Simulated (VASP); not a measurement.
Set up this calculation in VASP 6.6.1, as the native input.

```
Task                   : single point
Functional             : r2SCAN
Potentials or basis    : VASP PAW PBE potentials, release 64 (Sb, Pt)
Cutoff                 : 520 eV
k mesh                 : 6 × 6 × 6
Occupations            : gaussian, width 0.01 eV
Spin                   : no spin polarisation
Dipole correction      : no
Further INCAR settings : ALGO = Normal; EDIFF = 1e-06; NBANDS = 52
```

The system is Sb2Pt.

```
Sb Pt
1.0
     6.50347    0.00000    0.00000
     0.00000    6.50347    0.00000
     0.00000    0.00000    6.50347
Sb Pt
8 4
Direct
  0.37553 0.37553 0.37553
  0.12447 0.62447 0.87553
  0.87553 0.12447 0.62447
  0.62447 0.87553 0.12447
  0.62447 0.62447 0.62447
  0.87553 0.37553 0.12447
  0.12447 0.87553 0.37553
  0.37553 0.12447 0.87553
  0.00000 0.00000 0.00000
  0.50000 0.00000 0.50000
  0.50000 0.50000 0.00000
  0.00000 0.50000 0.50000
```

The input as run:

POSCAR

```
Sb2Pt
1.0
    6.5034747697      0.0000000000      0.0000000000
    0.0000000000      6.5034747697      0.0000000000
    0.0000000000      0.0000000000      6.5034747697
Sb Pt
8 4
Direct
    0.3755288863      0.3755288863      0.3755288863
    0.1244711137      0.6244711137      0.8755288863
    0.8755288863      0.1244711137      0.6244711137
    0.6244711137      0.8755288863      0.1244711137
    0.6244711137      0.6244711137      0.6244711137
    0.8755288863      0.3755288863      0.1244711137
    0.1244711137      0.8755288863      0.3755288863
    0.3755288863      0.1244711137      0.8755288863
    0.0000000000      0.0000000000      0.0000000000
    0.5000000000      0.0000000000      0.5000000000
    0.5000000000      0.5000000000      0.0000000000
    0.0000000000      0.5000000000      0.5000000000
```

INCAR.step1

```
PREC = Accurate ; ENCUT = 520
ISMEAR = 0 ; SIGMA = 0.01
LREAL = False ; LASPH = True
NELM = 80 ; NBANDS = 52
GGA = PE ; ALGO = Normal
EDIFF = 1E-4 ; LWAVE = True
LCHARG = False
```

INCAR.step2

```
PREC = Accurate ; ENCUT = 520
EDIFF = 1E-6 ; ISMEAR = 0
SIGMA = 0.01 ; LREAL = False
LASPH = True ; NELM = 80
ALGO = Normal ; ISIF = 2
LWAVE = False ; LCHARG = True
METAGGA = R2SCAN ; LMIXTAU = True
LELF = True ; LVHAR = True
NBANDS = 52 ; ISTART = 1
```

KPOINTS

```
Automatic mesh
0
Gamma
  6 6 6
```

Potentials or basis: VASP PAW PBE potentials, release 64 (Sb, Pt).

Command:

```sh
$ cat potpaw_PBE.64/Sb/POTCAR potpaw_PBE.64/Pt/POTCAR > POTCAR
$ cp INCAR.step1 INCAR
$ mpirun -np 1 vasp_std > vasp.out
$ cp INCAR.step2 INCAR
$ mpirun -np 1 vasp_std > vasp.out
```

It gave:

```yaml
Pressure: -0.1 GPa
Largest_force: 0.030 eV/Å
Band_gap_on_the_k_mesh: 0.02 eV (least direct gap 0.23 eV)
```

Caveat: the PAW data sets were made with another functional, which shifts forces and pressure a little; spin-orbit coupling is left out, which moves the levels of the heavy elements.

Run time: 35 min on 1 thread of Intel Xeon 8259CL (shared host), peak memory 0.54 GiB.
